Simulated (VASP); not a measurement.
CdS: single point with PBEsol

Crystal: CdS.

```
Cd S
1.0
     0.00000    2.73477    2.73477
     2.73477    0.00000    2.73477
     2.73477    2.73477    0.00000
Cd S
1 1
Cartesian
  0.0000 0.0000 0.0000
  2.7348 2.7348 2.7348
```

```
Program             : VASP 6.6.1
Task                : single point
Functional          : PBEsol
Potentials or basis : VASP PAW PBE potentials, release 64 (Cd_sv_GW, S)
Cutoff              : 630 eV
k mesh              : 8 × 8 × 8
Occupations         : fermi-dirac, width 0.05 eV
Spin                : no spin polarisation
```

```yaml
Pressure: -3.2 GPa
Band_gap_on_the_k_mesh: 0.14 eV (least direct gap 1.57 eV)
```

Levels at points of the mesh, in eV from the valence-band top:
```csv
k point,band 11,band 12,band 13,band 14,band 15,band 16
"(0.00, 0.00, 0.00)",-0.78,-0.78,-0.78,0.80,9.15,9.15
"(0.50, 0.00, 0.00)",-4.91,0.00,0.00,3.34,5.79,5.79
"(0.50, 0.50, 0.00)",-4.32,-2.18,-2.18,0.14,5.91,9.70
```

Wall time 12 s on 1 thread of Intel(R) Xeon(R) 6975P-C (Granite Rapids) (shared host), peak memory 0.2 GiB.

Caveat: the cell stands under tension; semilocal functionals underestimate gaps, and a narrow one can read as zero; the PAW data sets were made with another functional, which shifts forces and pressure a little. A k mesh can miss the band edges.
